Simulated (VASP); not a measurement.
Write the native input for VASP 6.6.1 that does the following.

| Item | Value |
| --- | --- |
| Task | single point |
| Functional | PBE |
| Potentials or basis | VASP PAW PBE potentials, release 64 (Ba_sv, O) |
| Cutoff | 520 eV |
| k mesh | 14 × 14 × 14 |
| Occupations | fermi-dirac, width 0.0612256 eV |
| Spin | no spin polarisation |
| Dipole correction | no |
| Further INCAR settings | ALGO = Normal; EDIFF = 1e-06; NBANDS = 20 |

The structure of Ba2O (antifluorite type) lies in POSCAR:

```
Ba2O
1.0
    0.0000000000      3.3709919269      3.3709919269
    3.3709919269      0.0000000000      3.3709919269
    3.3709919269      3.3709919269      0.0000000000
Ba O
2 1
Direct
    0.2500000000      0.2500000000      0.2500000000
    0.7500000000      0.7500000000      0.7500000000
    0.0000000000      0.0000000000      0.0000000000
```

One way to write it, as run:

INCAR

```
PREC = Accurate
ENCUT = 520
EDIFF = 1E-6
ISMEAR = -1
SIGMA = 0.06122561905347299
LREAL = False
LASPH = True
NELM = 60
ALGO = Normal
ISIF = 2
LWAVE = False
LCHARG = False
GGA = PE
NBANDS = 20
```

KPOINTS

```
Automatic mesh
0
Gamma
  14 14 14
```

Potentials or basis: VASP PAW PBE potentials, release 64 (Ba_sv, O).

Command:

```console
$ cat potpaw_PBE.64/Ba_sv/POTCAR potpaw_PBE.64/O/POTCAR > POTCAR
$ mpirun -np 1 vasp_std > vasp.out
```

Results of the run:

The pressure is 3.4 GPa and the band gap on the k mesh is zero (bands 13 and 14 overlap by 0.68 eV).

Caveat: the cell stands under pressure; spin-orbit coupling is left out, which moves the levels of the heavy elements.

Wall time 90 s on 1 thread of AMD EPYC 9R45 96-Core Processor (Zen 5), on a shared host, peak memory 0.27 GiB.
